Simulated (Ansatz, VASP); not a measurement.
# Two plane-wave programs on CuO

INCAR

```
PREC     = Accurate       # precision mode
ENCUT    = 820            # plane-wave cutoff, eV
EDIFF    = 1E-6           # SCF threshold, eV
ISMEAR   = -1             # smearing method
SIGMA    = 0.05           # smearing width, eV
LREAL    = False          # projectors in reciprocal space
LASPH    = True           # aspherical terms in the spheres
NELM     = 120            # most SCF steps
ALGO     = Normal         # electronic algorithm
ISIF     = 2              # what is computed and relaxed
LWAVE    = False          # write WAVECAR
LCHARG   = True           # write CHGCAR
GGA      = RP             # functional
LELF     = True           # ELF
LVHAR    = True         
NBANDS   = 33             # bands
GGA_COMPAT= False
```

The input KPOINTS:

```
Automatic mesh
0
Gamma
  5 5 3
```

File POSCAR:

```
CuO
1.0
    1.9909680000     -2.1535500000      0.0000000000
    1.9909680000      2.1535500000      0.0000000000
    0.0000000000      0.0000000000      5.1559280000
Cu O
2 2
Direct
    0.5000000000      0.0000000000      0.0000000000
    0.0000000000      0.5000000000      0.5000000000
    0.5000000000      0.5000000000      0.2500000000
    0.5000000000      0.5000000000      0.7500000000
```

input.yaml

```yaml
crystal:
  lattice:
    - [1.990968, -2.15355, 0.0]
    - [1.990968, 2.15355, 0.0]
    - [0.0, 0.0, 5.155928]
  atoms:
    - { symbol: Cu, position: [0.5, 0.0, 0.0] }
    - { symbol: Cu, position: [0.0, 0.5, 0.5] }
    - { symbol: O, position: [0.5, 0.5, 0.25] }
    - { symbol: O, position: [0.5, 0.5, 0.75] }
hamiltonian:
  xc: rpbe
  pseudopotentials: { kind: paw }
kpoints:
  mp_grid: { grid: [5, 5, 3] }
scf:
  occupations: { method: fermi_dirac, width: 0.05 }
  n_extra_bands: 10
output:
  forces: true
  stress: true
  eigenvalues: true
  dos: { projected: true, de: 0.05, nscf_kmesh: { grid: [8, 8, 5] } }
```

Alike in both runs: functional RPBE; k mesh 5 × 5 × 3; occupations fermi-dirac, width 0.05 eV; no spin polarisation.

```csv
,VASP,Ansatz
version,VASP 6.6.1,Ansatz 0.2.0
potentials or method,"VASP PAW PBE potentials, release 64 (Cu_sv_GW, O)",Ansatz PAW
plane-wave cutoff (eV),820,420
valence electrons in the cell,50,50
task,single point,projected density of states
```

Ansatz gave:

```
gap on the k mesh at the Fermi level (eV)                     : none
pressure (GPa)                                                : 6.3
traceless stress, the component that is largest in VASP (GPa) : 1.03
```

Problem. What did VASP give for the same quantities?

Solution. gap on the k mesh at the Fermi level (eV): none; pressure (GPa): 5.6; traceless stress, the component that is largest in VASP (GPa): 1.04.

VASP's potentials were made for PBE, not for RPBE. A gap of «none» marks a metal or a gap that the smearing closes.

The k mesh is coarse, so the values compare programs but aren't converged.
